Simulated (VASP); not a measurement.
# Ti (P6/mmm) in VASP: further runs

Ti is run at these levels: r2SCAN; tasks: single point.

All numbers are computed with VASP 6.6.1; they aren't measurements. Logs are shortened: lines on timing, memory, paths and dates and some standing lists are left out, and cuts for length are marked.

## (1) The cell of the first run

It takes space group P6/mmm (No. 191, hexagonal). Conventional cell: a = 4.705 Å, b = 4.705 Å, c = 2.774 Å, α = 90.00°, β = 90.00°, γ = 120.00°. Within 3.7 Å of Ti (site symmetry 6/mmm) lie 14 Ti at 2.77 to 3.05 Å. Within 3.6 Å of Ti (site symmetry -6m2) lie 11 Ti at 2.72 to 3.05 Å.

This isn't the form of Ti at room conditions, which is hcp.

## (2) Single point, r2SCAN (biaxial strain in the a-b plane: +3.0 %)

The input, POSCAR:

```
Ti
1.0
    4.7050623555      0.0000000000      0.0000000000
   -2.3525311778      4.0747035263      0.0000000000
    0.0000000000      0.0000000000      2.7737208035
Ti
3
Direct
    0.0000000000      0.0000000000      0.0000000000
    0.3333333333      0.6666666667      0.5000000000
    0.6666666667      0.3333333333      0.5000000000
```

The input, INCAR.step1:

```
SYSTEM = Ti
ALGO = Normal
EDIFF = 1E-4
ENCUT = 520
GGA = PE
ISMEAR = 0
LASPH = .True.
LCHARG = .False.
LREAL = .False.
LWAVE = .True.
NBANDS = 25
NELM = 80
PREC = Accurate
SIGMA = 0.1
```

The input, INCAR.step2:

```
SYSTEM = Ti
ALGO = Normal
EDIFF = 1E-6
ENCUT = 520
ISIF = 2
ISMEAR = 0
ISTART = 1
LASPH = .True.
LCHARG = .True.
LELF = .True.
LMIXTAU = .True.
LREAL = .False.
LVHAR = .True.
LWAVE = .False.
METAGGA = R2SCAN
NBANDS = 25
NELM = 80
PREC = Accurate
SIGMA = 0.1
```

The input, KPOINTS:

```
k-points
0
Gamma
  12 12 18
  0 0 0
```

Potentials or basis: VASP PAW PBE potentials, release 64 (Ti_sv).

Run with:

```sh
cat potpaw_PBE.64/Ti_sv/POTCAR > POTCAR
cp INCAR.step1 INCAR
mpirun -np 1 vasp_std > vasp.out
cp INCAR.step2 INCAR
mpirun -np 1 vasp_std > vasp.out
```

OUTCAR:

```text
SYSTEM = Ti
   EDIFF = 1E-6
   ENCUT = 520
   ISIF = 2
   ISMEAR = 0
   ISTART = 1
   LASPH = .True.
   LREAL = .False.
   METAGGA = R2SCAN
   NELM = 80
   PREC = Accurate

 ion  position               nearest neighbor table
   1  0.000  0.000  0.000-
   2  0.333  0.667  0.500-   3 2.72   3 2.72   3 2.72
   3  0.667  0.333  0.500-   2 2.72   2 2.72   2 2.72

  LATTYP: Found a hexagonal cell.
 ALAT       =     4.7050623555
 C/A-ratio  =     0.5895183940

  Lattice vectors:

 A1 = (   4.7050623555,   0.0000000000,   0.0000000000)
 A2 = (  -2.3525311778,   4.0747035263,   0.0000000000)
 A3 = (   0.0000000000,   0.0000000000,   2.7737208035)

Analysis of symmetry for initial positions (statically):
=====================================================================
 Subroutine PRICEL returns:
 Original cell was already a primitive cell.

 Routine SETGRP: Setting up the symmetry group for a
 hexagonal supercell.

 Subroutine GETGRP returns: Found 24 space group operations
 (whereof 24 operations were pure point group operations)
 out of a pool of 24 trial point group operations.

The static configuration has the point symmetry D_6h.

Analysis of symmetry for dynamics (positions and initial velocities):
=====================================================================
 Subroutine PRICEL returns:
 Original cell was already a primitive cell.

 Routine SETGRP: Setting up the symmetry group for a
 hexagonal supercell.

 Subroutine GETGRP returns: Found 24 space group operations
 (whereof 24 operations were pure point group operations)
 out of a pool of 24 trial point group operations.

The dynamic configuration has the point symmetry D_6h.

 Subroutine INISYM returns: Found 24 space group operations
 (whereof 24 operations are pure point group operations),
 and found     1 'primitive' translations

----------------------------------------------------------------------------------------

                                     Primitive cell

  volume of cell :      53.1770

  direct lattice vectors                    reciprocal lattice vectors
     4.705062355  0.000000000  0.000000000     0.212537034  0.122708314  0.000000000
    -2.352531178  4.074703526  0.000000000     0.000000000  0.245416628  0.000000000
     0.000000000  0.000000000  2.773720803     0.000000000  0.000000000  0.360526553

  length of vectors
     4.705062355  4.705062356  2.773720803     0.245416628  0.245416628  0.360526553

  position of ions in fractional coordinates (direct lattice)
     0.000000000  0.000000000  0.000000000
     0.333333333  0.666666667  0.500000000
     0.666666667  0.333333333  0.500000000

  ion indices of the primitive-cell ions
   primitive index   ion index
                 1           1
                 2           2
                 3           3

----------------------------------------------------------------------------------------

 KPOINTS: k-points

Automatic generation of k-mesh.
 Grid dimensions read from file:
 generate k-points for:   12   12   18

 Generating k-lattice:

  Cartesian coordinates                     Fractional coordinates (reciprocal lattice)
     0.017711420  0.010225693  0.000000000     0.083333333 -0.000000000  0.000000000
     0.000000000  0.020451386  0.000000000     0.000000000  0.083333333  0.000000000
     0.000000000  0.000000000  0.020029253     0.000000000  0.000000000  0.055555556

  Length of vectors
     0.020451386  0.020451386  0.020029253

  Shift w.r.t. Gamma in fractional coordinates (k-lattice)
     0.000000000  0.000000000  0.000000000

 Subroutine IBZKPT returns following result:
 ===========================================

 Found    190 irreducible k-points:

 Following reciprocal coordinates:
            Coordinates               Weight
  0.000000  0.000000  0.000000      1.000000
  0.083333  0.000000  0.000000      6.000000
  0.166667  0.000000  0.000000      6.000000
  0.250000  0.000000  0.000000      6.000000
  0.333333  0.000000  0.000000      6.000000
  0.416667 -0.000000  0.000000      6.000000
[... 16 lines left out ...]
  0.250000  0.000000  0.055556     12.000000
  0.333333  0.000000  0.055556     12.000000
 [... further k-points ...]
   k-points           NKPTS =    190   k-points in BZ     NKDIM =    190   number of bands    NBANDS=     25
   number of dos      NEDOS =    301   number of ions     NIONS =      3
   total plane-waves  NPLWV =  31104
   dimension x,y,z NGX =    36 NGY =   36 NGZ =   24
   dimension x,y,z NGXF=    72 NGYF=   72 NGZF=   48
   ions per type =               3
   NGX,Y,Z   is equivalent  to a cutoff of  12.72, 12.72, 14.38 a.u.
   NGXF,Y,Z  is equivalent  to a cutoff of  25.44, 25.44, 28.77 a.u.
 SYSTEM =  Ti
   PREC   = accura    normal or accurate (medium, high low for compatibility)
   ISTART =      1    job   : 0-new  1-cont  2-samecut
   ICHARG =      0    charge: 1-file 2-atom 10-const
   ISPIN  =      1    spin polarized calculation?
   LNONCOLLINEAR =      F non collinear calculations
   LSORBIT =      F    spin-orbit coupling
   LASPH  =      T    aspherical Exc in radial PAW
   ENCUT  =  520.0 eV  38.22 Ry    6.18 a.u.   8.75  8.75  5.16*2*pi/ulx,y,z
   NELM   =     80;   NELMIN=  2; NELMDL=  0     # of ELM steps
   EDIFF  = 0.1E-05   stopping-criterion for ELM
   LREAL  =      F    real-space projection
   EDIFFG = 0.1E-04   stopping-criterion for IOM
   NSW    =      0    number of steps for IOM
   IBRION =     -1    ionic relax: 0-MD 1-quasi-New 2-CG
   NFREE  =      0    steps in history (QN), initial steepest desc. (CG)
   ISIF   =      2    stress and relaxation
   ISYM   =      2    0-nonsym 1-usesym 2-fastsym
   POTIM  = 0.5000    time-step for ionic-motion
   TEBEG  =    0.0;   TEEND  =   0.0 temperature during run
   PSTRESS=    0.0 pullay stress
   NELECT =      36.0000    total number of electrons
   NUPDOWN=      -1.0000    fix difference up-down
   EMIN   =  10.00;   EMAX   =-10.00  energy-range for DOS
   EFERMI =   0.00;   METHOD = LEGACY
   ISMEAR =     0;   SIGMA  =   0.10  broadening in eV -4-tet -1-fermi 0-gaus
   EFERMI_NEDOS =   21; number of points for ismear=-14 and -15
   IALGO  =     38    algorithm
   IMIX   =      4    mixing-type and parameters
     AMIX     =   0.40;   BMIX     =  1.00
     AMIX_MAG =   1.60;   BMIX_MAG =  1.00
  volume/ion in A,a.u.               =      17.73       119.62
  Fermi-wavevector in a.u.,A,eV,Ry     =   1.437477  2.716438 28.114270  2.066341
  Thomas-Fermi vector in A             =   2.556550
   LORBIT       =      0    0 simple, 1 ext, 2 COOP (PROOUT), +10 PAW based schemes
   METAGGA = R2SCAN    functional components
   LHFCALC =     F    Hartree Fock is set to
   AEXX    =    0.0000 exact exchange contribution
   IVDW    =     0    specifies the selected vdW correction
   LEPSILON=     F    determine dielectric tensor
   LRPA    =     F    only Hartree local field effects (RPA)
 non-spin polarized calculation
 Gauss-broadening in eV      SIGMA  =   0.10
  energy-cutoff  :      520.00
  volume of cell :       53.18
 maximum number of plane-waves:      1462
 NGX is ok and might be reduce to    36
   NGX = 17   NGY = 17   NGZ = 11

 number of electron      36.0000003 magnetization

 Free energy of the ion-electron system (eV)
  ---------------------------------------------------
  ext. energy  EPLUGINS =         0.00000000
  ---------------------------------------------------
  free energy    TOTEN  =       -38.83357474 eV

  energy without entropy =      -38.82510483  energy(sigma->0) =      -38.82933978

 E-fermi :   7.9874     XC(G=0): -12.2954

 val. band max:        7.9827327221   @ k =   0.5000   0.0000   0.1667
 cond. band min:       7.9944456513   @ k =   0.0833   0.0000   0.0556
 fundamental gap:      0.0117129292
 Fermi energy:         7.9873997573

 k-point     1 :       0.0000    0.0000    0.0000
  band No.  band energies     occupation
      1     -51.2642      2.00000
      2     -51.0280      2.00000
      3     -50.9048      2.00000
      4     -26.5106      2.00000
      5     -26.5106      2.00000
      6     -26.4032      2.00000
[... 17 lines left out ...]
     24      10.2004      0.00000
     25      10.3454      0.00000

 k-point     2 :       0.0833    0.0000    0.0000
  band No.  band energies     occupation
      1     -51.2634      2.00000
      2     -51.0267      2.00000
      3     -50.9069      2.00000
      4     -26.5292      2.00000
      5     -26.5250      2.00000
      6     -26.3839      2.00000
[... 17 lines left out ...]
     24      10.0831      0.00000
     25      10.4975      0.00000

 k-point     3 :       0.1667    0.0000    0.0000
  band No.  band energies     occupation
      1     -51.2614      2.00000
      2     -51.0229      2.00000
      3     -50.9129      2.00000
      4     -26.5643      2.00000
      5     -26.5427      2.00000
      6     -26.3467      2.00000
[... 17 lines left out ...]
     24       9.9810      0.00000
     25      10.7090      0.00000

 k-point     4 :       0.2500    0.0000    0.0000
  band No.  band energies     occupation
      1     -51.2588      2.00000
      2     -51.0165      2.00000
      3     -50.9221      2.00000
      4     -26.5985      2.00000
      5     -26.5443      2.00000
      6     -26.3094      2.00000
[... 17 lines left out ...]
     24       9.9553      0.00000
     25      10.9175      0.00000
[... 477 lines left out ...]
 k-point    22 :       0.1667    0.0000    0.0556
  band No.  band energies     occupation
      1     -51.2591      2.00000
      2     -51.0209      2.00000
      3     -50.9108      2.00000
      4     -26.5602      2.00000
      5     -26.5393      2.00000
      6     -26.3454      2.00000
[... 17 lines left out ...]
     24       9.9418      0.00000
     25      10.7311      0.00000

 k-point    23 :       0.2500    0.0000    0.0556
  band No.  band energies     occupation
      1     -51.2565      2.00000
      2     -51.0145      2.00000
      3     -50.9200      2.00000
      4     -26.5940      2.00000
      5     -26.5411      2.00000
      6     -26.3090      2.00000
[... 17 lines left out ...]
     24       9.9080      0.00000
     25      10.9638      0.00000

 k-point    24 :       0.3333    0.0000    0.0556
  band No.  band energies     occupation
      1     -51.2540      2.00000
      2     -51.0060      2.00000
      3     -50.9313      2.00000
      4     -26.6208      2.00000
      5     -26.5246      2.00000
      6     -26.2792      2.00000
[... 17 lines left out ...]
     24      10.1419      0.00000
     25      10.9297      0.00000

 [... further k-points ...]

------------------------ aborting loop because EDIFF is reached ----------------------------------------

  FORCE on cell =-STRESS in cart. coord.  units (eV):
  Direction    XX          YY          ZZ          XY          YZ          ZX
  --------------------------------------------------------------------------------------
  -------------------------------------------------------------------------------------
  Total       -2.3093943     -2.3093943      0.8365829      0.0000000      0.0000000      0.0000000
  in kB      -69.5800180    -69.5800180     25.2055075      0.0000000      0.0000000      0.0000000
  external PRESSURE =     -37.9848429 kB  Pullay stress =       0.0000000 kB

 VOLUME and BASIS-vectors are now :
 -----------------------------------------------------------------------------
  energy-cutoff  :      520.00
  volume of cell :       53.18
      direct lattice vectors                 reciprocal lattice vectors
     4.705062355  0.000000000  0.000000000     0.212537034  0.122708314  0.000000000
    -2.352531178  4.074703526  0.000000000     0.000000000  0.245416628  0.000000000
     0.000000000  0.000000000  2.773720803     0.000000000  0.000000000  0.360526553

 POSITION                                       TOTAL-FORCE (eV/Angst)
 -----------------------------------------------------------------------------------
      0.00000      0.00000      0.00000        -0.000000      0.000000     -0.000000
     -0.00000      2.71647      1.38686         0.000000     -0.000000     -0.000000
      2.35253      1.35823      1.38686        -0.000000      0.000000      0.000000
 -----------------------------------------------------------------------------------
    total drift:                                0.000000      0.000000     -0.000000

  FREE ENERGIE OF THE ION-ELECTRON SYSTEM (eV)
  ---------------------------------------------------
  free  energy   TOTEN  =       -38.8335747404 eV

  energy  without entropy=      -38.8251048256  energy(sigma->0) =      -38.82933978
```

Wall time 15 min (1 thread of Oxide Virtual Turin-like, shared host); peak memory 0.28 GiB.

What came out:

```
Free energy            : -38.8336 eV
Pressure               : -3.8 GPa
Band gap on the k mesh : zero (bands 18 and 19 overlap by 0.28 eV)
```

Caveat: the cell differs from its parent crystal (biaxial strain in the a-b plane: +3.0 %); the stress differs along the axes, from -7 to 3 GPa; the PAW data sets were made with another functional, which shifts forces and pressure a little.

(Part 1 of 3 ends here.)

The gap in the log of VASP goes by the Fermi energy; the results here count the filled bands.